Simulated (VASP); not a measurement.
# InP (F-43m) in VASP: notebook

InP is run at these levels: LDA; tasks: single point, relaxation of cell and atoms.

Everything below comes from runs of VASP 6.6.1. Logs are shortened: lines on timing, memory, paths and dates and some standing lists are left out, and cuts for length are marked.

## Step 1: The cell of the first run

The structure is cubic, space group F-43m (No. 216). Conventional cell: a = 5.826 Å, b = 5.826 Å, c = 5.826 Å, α = 90.00°, β = 90.00°, γ = 90.00°. Within 3.3 Å of In (site symmetry -43m) lie 4 P at 2.52 Å. P (site symmetry -43m) has 4 In at 2.52 Å within 3.3 Å.

## Step 2: Single point, LDA

Input file INCAR:

```
ALGO = Normal ; EDIFF = 1E-6
ENCUT = 500 ; GGA = CA
GGA_COMPAT = F ; ISIF = 2
ISMEAR = 1 ; LASPH = T
LCHARG = T ; LELF = T
LREAL = F ; LVHAR = T
LWAVE = F ; NBANDS = 16
NELM = 120 ; PREC = Accurate
SIGMA = 0.01
```

Input file KPOINTS:

```
k-points
0
Gamma
  7 7 7
```

Input file POSCAR:

```
InP
1.0
    0.0000000000      2.9131572913      2.9131572913
    2.9131572913      0.0000000000      2.9131572913
    2.9131572913      2.9131572913      0.0000000000
In P
1 1
Direct
    0.0000000000      0.0000000000      0.0000000000
    0.2500000000      0.2500000000      0.2500000000
```

Potentials or basis: VASP PAW LDA potentials, release 64 (In_d, P).

Launch:

```console
$ cat potpaw_LDA.64/In_d/POTCAR potpaw_LDA.64/P/POTCAR > POTCAR
$ mpirun -np 1 vasp_std > vasp.out
```

OUTCAR:

```text
EDIFF = 1E-6
   ENCUT = 500
   GGA = CA
   ISIF = 2
   ISMEAR = 1
   LASPH = T
   LREAL = F
   NELM = 120
   PREC = Accurate

 ion  position               nearest neighbor table
   1  0.000  0.000  0.000-   2 2.52   2 2.52   2 2.52   2 2.52
   2  0.250  0.250  0.250-   1 2.52   1 2.52   1 2.52   1 2.52

  LATTYP: Found a face centered cubic cell.
 ALAT       =     5.8263145826

  Lattice vectors:

 A1 = (   0.0000000000,   2.9131572913,   2.9131572913)
 A2 = (   2.9131572913,   0.0000000000,   2.9131572913)
 A3 = (   2.9131572913,   2.9131572913,   0.0000000000)

Analysis of symmetry for initial positions (statically):
=====================================================================
 Subroutine PRICEL returns:
 Original cell was already a primitive cell.

 Routine SETGRP: Setting up the symmetry group for a
 face centered cubic supercell.

 Subroutine GETGRP returns: Found 24 space group operations
 (whereof 24 operations were pure point group operations)
 out of a pool of 48 trial point group operations.

The static configuration has the point symmetry T_d .

Analysis of symmetry for dynamics (positions and initial velocities):
=====================================================================
 Subroutine PRICEL returns:
 Original cell was already a primitive cell.

 Routine SETGRP: Setting up the symmetry group for a
 face centered cubic supercell.

 Subroutine GETGRP returns: Found 24 space group operations
 (whereof 24 operations were pure point group operations)
 out of a pool of 48 trial point group operations.

The dynamic configuration has the point symmetry T_d .

 Subroutine INISYM returns: Found 24 space group operations
 (whereof 24 operations are pure point group operations),
 and found     1 'primitive' translations

----------------------------------------------------------------------------------------

                                     Primitive cell

  volume of cell :      49.4449

  direct lattice vectors                    reciprocal lattice vectors
     0.000000000  2.913157291  2.913157291    -0.171635085  0.171635085  0.171635085
     2.913157291  0.000000000  2.913157291     0.171635085 -0.171635085  0.171635085
     2.913157291  2.913157291  0.000000000     0.171635085  0.171635085 -0.171635085

  length of vectors
     4.119826551  4.119826551  4.119826551     0.297280688  0.297280688  0.297280688

  position of ions in fractional coordinates (direct lattice)
[... 73 lines left out ...]
   NELM   =    120;   NELMIN=  2; NELMDL= -5     # of ELM steps
   EDIFF  = 0.1E-05   stopping-criterion for ELM
   LREAL  =      F    real-space projection
   EDIFFG = 0.1E-04   stopping-criterion for IOM
   NSW    =      0    number of steps for IOM
   IBRION =     -1    ionic relax: 0-MD 1-quasi-New 2-CG
   NFREE  =      0    steps in history (QN), initial steepest desc. (CG)
   ISIF   =      2    stress and relaxation
   ISYM   =      2    0-nonsym 1-usesym 2-fastsym
   POTIM  = 0.5000    time-step for ionic-motion
   TEBEG  =    0.0;   TEEND  =   0.0 temperature during run
   PSTRESS=    0.0 pullay stress
   NELECT =      18.0000    total number of electrons
   NUPDOWN=      -1.0000    fix difference up-down
   EMIN   =  10.00;   EMAX   =-10.00  energy-range for DOS
   EFERMI =   0.00;   METHOD = LEGACY
   ISMEAR =     1;   SIGMA  =   0.01  broadening in eV -4-tet -1-fermi 0-gaus
   EFERMI_NEDOS =   21; number of points for ismear=-14 and -15
   IALGO  =     38    algorithm
   IMIX   =      4    mixing-type and parameters
     AMIX     =   0.40;   BMIX     =  1.00
     AMIX_MAG =   1.60;   BMIX_MAG =  1.00
  volume/ion in A,a.u.               =      24.72       166.84
  Fermi-wavevector in a.u.,A,eV,Ry     =   1.168939  2.208974 18.591241  1.366418
  Thomas-Fermi vector in A             =   2.305418
   LORBIT       =      0    0 simple, 1 ext, 2 COOP (PROOUT), +10 PAW based schemes
   GGA     = CA    functional components
   LHFCALC =     F    Hartree Fock is set to
   AEXX    =    0.0000 exact exchange contribution
   IVDW    =     0    specifies the selected vdW correction
   LEPSILON=     F    determine dielectric tensor
   LRPA    =     F    only Hartree local field effects (RPA)
 non-spin polarized calculation
 Methfessel and Paxton  Order N= 1 SIGMA  =   0.01
  energy-cutoff  :      500.00
  volume of cell :       49.44
 maximum number of plane-waves:      1275
 NGX is ok and might be reduce to    30
   NGX = 15   NGY = 15   NGZ = 15

 number of electron      18.0000011 magnetization

 Free energy of the ion-electron system (eV)
  ---------------------------------------------------
  ext. energy  EPLUGINS =         0.00000000
  ---------------------------------------------------
  free energy    TOTEN  =        -9.66869975 eV

  energy without entropy =       -9.66869975  energy(sigma->0) =       -9.66869975

 E-fermi :   5.2541     XC(G=0):  -9.6871

 val. band max:        5.2102004179   @ k =   0.0000   0.0000   0.0000
 cond. band min:       5.8160950024   @ k =   0.0000   0.0000   0.0000
 fundamental gap:      0.6058945845
 Fermi energy:         5.2541298431

 k-point     1 :       0.0000    0.0000    0.0000
  band No.  band energies     occupation
      1      -9.0186      2.00000
      2      -9.0186      2.00000
      3      -9.0186      2.00000
      4      -8.8546      2.00000
      5      -8.8546      2.00000
      6      -6.4597      2.00000
[... 357 lines left out ...]
      3      -8.9193      2.00000
      4      -8.8773      2.00000
      5      -8.8385      2.00000
      6      -3.9456      2.00000
[... 8 lines left out ...]
     15      15.7459      0.00000
     16      17.6935      0.00000

------------------------ aborting loop because EDIFF is reached ----------------------------------------

  FORCE on cell =-STRESS in cart. coord.  units (eV):
  Direction    XX          YY          ZZ          XY          YZ          ZX
  --------------------------------------------------------------------------------------
  -------------------------------------------------------------------------------------
  Total        0.0088680      0.0088680      0.0088680      0.0000000     -0.0000000     -0.0000000
  in kB        0.2873511      0.2873511      0.2873511      0.0000000     -0.0000000     -0.0000000
  external PRESSURE =       0.2873511 kB  Pullay stress =       0.0000000 kB

 VOLUME and BASIS-vectors are now :
 -----------------------------------------------------------------------------
  energy-cutoff  :      500.00
  volume of cell :       49.44
      direct lattice vectors                 reciprocal lattice vectors
     0.000000000  2.913157291  2.913157291    -0.171635085  0.171635085  0.171635085
     2.913157291  0.000000000  2.913157291     0.171635085 -0.171635085  0.171635085
     2.913157291  2.913157291  0.000000000     0.171635085  0.171635085 -0.171635085

 POSITION                                       TOTAL-FORCE (eV/Angst)
 -----------------------------------------------------------------------------------
      0.00000      0.00000      0.00000         0.000000      0.000000      0.000000
      1.45658      1.45658      1.45658        -0.000000     -0.000000     -0.000000
 -----------------------------------------------------------------------------------
    total drift:                               -0.000000     -0.000000     -0.000000

  FREE ENERGIE OF THE ION-ELECTRON SYSTEM (eV)
  ---------------------------------------------------
  free  energy   TOTEN  =        -9.6686997501 eV

  energy  without entropy=       -9.6686997501  energy(sigma->0) =       -9.66869975
```

OSZICAR:

```text
N       E                     dE             d eps       ncg     rms          rms(c)
DAV:   1     0.111385981048E+03    0.11139E+03   -0.83818E+03   656   0.124E+03
DAV:   2    -0.244738973424E+01   -0.11383E+03   -0.10818E+03   696   0.300E+02
DAV:   3    -0.989657602848E+01   -0.74492E+01   -0.74101E+01   872   0.742E+01
DAV:   4    -0.101065764062E+02   -0.21000E+00   -0.20994E+00   776   0.132E+01
DAV:   5    -0.101149115765E+02   -0.83352E-02   -0.83349E-02  1000   0.228E+00    0.598E+00
DAV:   6    -0.971798738282E+01    0.39692E+00   -0.58189E-01  1016   0.129E+01    0.356E+00
DAV:   7    -0.967415596445E+01    0.43831E-01   -0.14530E-01   968   0.311E+00    0.119E+00
DAV:   8    -0.966888095018E+01    0.52750E-02   -0.13622E-02   808   0.135E+00    0.384E-01
DAV:   9    -0.966867033280E+01    0.21062E-03   -0.10271E-03   896   0.349E-01    0.175E-01
DAV:  10    -0.966869273421E+01   -0.22401E-04   -0.14763E-04   952   0.167E-01    0.102E-01
DAV:  11    -0.966870203153E+01   -0.92973E-05   -0.30463E-05   976   0.823E-02    0.586E-02
DAV:  12    -0.966869975275E+01    0.22788E-05   -0.47069E-06   760   0.170E-02    0.103E-02
DAV:  13    -0.966869975013E+01    0.26187E-08   -0.43458E-07   456   0.357E-03
   1 F= -.96686998E+01 E0= -.96686998E+01  d E =0.385738E-11
```

Wall time 15 s (1 thread of Intel Xeon Platinum 8259CL at 2.50GHz (Skylake/Cascade Lake), shared host); peak memory 0.15 GiB.

What came out:

| Property | Result |
| --- | --- |
| Free energy | -9.6687 eV |
| Pressure | 0.0 GPa |
| Band gap on the k mesh | 0.61 eV |

Caveat: semilocal functionals underestimate gaps, and a narrow one can read as zero; spin-orbit coupling is left out, which moves the levels of the heavy elements.

## Step 3: Relaxation of cell and atoms, LDA

This run uses another cell than the first one, of 26.33 Å³/atom.

Input file INCAR:

```
SYSTEM = InP
  PREC = Accurate
  ENCUT = 500
  EDIFF = 1E-7
  ISMEAR = 1
  SIGMA = 0.01
  LREAL = .FALSE.
  LASPH = .TRUE.
  NELM = 120
  ALGO = Normal
  ISIF = 3
  LWAVE = .FALSE.
  LCHARG = .FALSE.
  GGA = CA
  IBRION = 2
  NSW = 80
  EDIFFG = -0.02
  GGA_COMPAT = .FALSE.
  NELMIN = 4
```

Input file KPOINTS:

```
regular mesh
0
G
  7 7 7
  0 0 0
```

Input file POSCAR:

```
InP
1.0
    0.0000000000      2.9750000000      2.9750000000
    2.9750000000      0.0000000000      2.9750000000
    2.9750000000      2.9750000000      0.0000000000
In P
1 1
Direct
    0.0000000000      0.0000000000      0.0000000000
    0.2500000000      0.2500000000      0.2500000000
```

Potentials or basis: VASP PAW LDA potentials, release 64 (In_d, P).

Launch:

```console
$ cat potpaw_LDA.64/In_d/POTCAR potpaw_LDA.64/P/POTCAR > POTCAR
$ mpirun -np 1 vasp_std > vasp.out
```

OUTCAR:

```text
SYSTEM = InP
   PREC = Accurate
   ENCUT = 500
   EDIFF = 1E-7
   ISMEAR = 1
   LREAL = .FALSE.
   LASPH = .TRUE.
   NELM = 120
   ISIF = 3
   GGA = CA
   IBRION = 2
   NSW = 80
   EDIFFG = -0.02
   NELMIN = 4

 ion  position               nearest neighbor table
   1  0.000  0.000  0.000-   2 2.58   2 2.58   2 2.58   2 2.58
   2  0.250  0.250  0.250-   1 2.58   1 2.58   1 2.58   1 2.58

  LATTYP: Found a face centered cubic cell.
 ALAT       =     5.9500000000

  Lattice vectors:

 A1 = (   0.0000000000,   2.9750000000,   2.9750000000)
 A2 = (   2.9750000000,   0.0000000000,   2.9750000000)
 A3 = (   2.9750000000,   2.9750000000,   0.0000000000)

Analysis of symmetry for initial positions (statically):
=====================================================================
 Subroutine PRICEL returns:
 Original cell was already a primitive cell.

 Routine SETGRP: Setting up the symmetry group for a
 face centered cubic supercell.

 Subroutine GETGRP returns: Found 24 space group operations
 (whereof 24 operations were pure point group operations)
 out of a pool of 48 trial point group operations.

[... 149 lines left out ...]

 number of electron      18.0000006 magnetization

 Free energy of the ion-electron system (eV)
  ---------------------------------------------------
  ext. energy  EPLUGINS =         0.00000000
  ---------------------------------------------------
  free energy    TOTEN  =        -9.62887251 eV

  energy without entropy =       -9.62887759  energy(sigma->0) =       -9.62887421

------------------------ aborting loop because EDIFF is reached ----------------------------------------

  FORCE on cell =-STRESS in cart. coord.  units (eV):
  Direction    XX          YY          ZZ          XY          YZ          ZX
  --------------------------------------------------------------------------------------
  -------------------------------------------------------------------------------------
  Total       -1.2735533     -1.2735533     -1.2735533      0.0000000      0.0000000      0.0000000
  in kB      -38.7468864    -38.7468864    -38.7468864      0.0000000      0.0000000      0.0000000
  external PRESSURE =     -38.7468864 kB  Pullay stress =       0.0000000 kB
[... 59 lines left out ...]
--------------------------------------- Ionic step        3  -------------------------------------------

 number of electron      17.9999999 magnetization

 Free energy of the ion-electron system (eV)
  ---------------------------------------------------
  ext. energy  EPLUGINS =         0.00000000
  ---------------------------------------------------
  free energy    TOTEN  =        -9.66961541 eV

  energy without entropy =       -9.66962048  energy(sigma->0) =       -9.66961710

 E-fermi :   5.2111     XC(G=0):  -9.6842

 val. band max:        5.2026382048   @ k =   0.0000   0.0000   0.0000
 cond. band min:       5.8049287891   @ k =   0.0000   0.0000   0.0000
 fundamental gap:      0.6022905843
 Fermi energy:         5.2110568599

 k-point     1 :       0.0000    0.0000    0.0000
  band No.  band energies     occupation
      1      -9.0246      2.00000
      2      -9.0246      2.00000
      3      -9.0246      2.00000
      4      -8.8610      2.00000
      5      -8.8610      2.00000
      6      -6.4626      2.00000
      7       5.2026      2.00000
      8       5.2026      2.00000
      9       5.2026      1.99999
     10       5.8049      0.00000
     11       9.1631      0.00000
     12       9.1631      0.00000
     13       9.1631      0.00000
[... 331 lines left out ...]
  FREE ENERGIE OF THE ION-ELECTRON SYSTEM (eV)
  ---------------------------------------------------
  free  energy   TOTEN  =        -9.6696154051 eV

  energy  without entropy=       -9.6696204761  energy(sigma->0) =       -9.66961710

 reached required accuracy - stopping structural energy minimisation
```

It took 24 s on 1 thread of Intel Xeon Platinum 8259CL at 2.50GHz (Skylake/Cascade Lake), shared host; peak memory 0.16 GiB.

What came out:

```
Free energy                           : -9.6696 eV
Relaxed volume                        : 24.74 Å³/atom
Relaxed cell                          : a = 4.121 Å, b = 4.121 Å, c = 4.121 Å, α = 60.00°, β = 60.00°, γ = 60.00°
Space group after relaxing (to 0.1 Å) : F-43m (No. 216)
Energy gained by relaxing             : 20.4 meV/atom
Ionic steps                           : 3
Pressure after relaxing               : 0.0 GPa
Band gap on the k mesh                : 0.60 eV
```

The path:
```tsv
step	energy change (eV)	largest force (eV/Å)	pressure (GPa)	volume (Å³)
1	0.0000	0.0000	-3.87	52.66
2	-0.0298	0.0000	2.40	47.96
3	-0.0407	0.0000	-0.02	49.48
```

Final structure:
```cif
data_structure
_symmetry_space_group_name_H-M 'P 1'
_symmetry_Int_Tables_number 1
_cell_length_a 4.1207
_cell_length_b 4.1207
_cell_length_c 4.1207
_cell_angle_alpha 60.000
_cell_angle_beta 60.000
_cell_angle_gamma 60.000
_cell_volume 49.48
loop_
_atom_site_label
_atom_site_type_symbol
_atom_site_fract_x
_atom_site_fract_y
_atom_site_fract_z
_atom_site_occupancy
In1 In 0.00000 0.00000 0.00000 1
P1 P 0.25000 0.25000 0.25000 1
```

Levels at points of the mesh, in eV from the valence-band top:
```
           k point  band 7  band 8  band 9  band 10  band 11  band 12
(0.00, 0.00, 0.00)    0.00    0.00    0.00     0.60     3.96     3.96
```

Caveat: semilocal functionals underestimate gaps, and a narrow one can read as zero; spin-orbit coupling is left out, which moves the levels of the heavy elements.
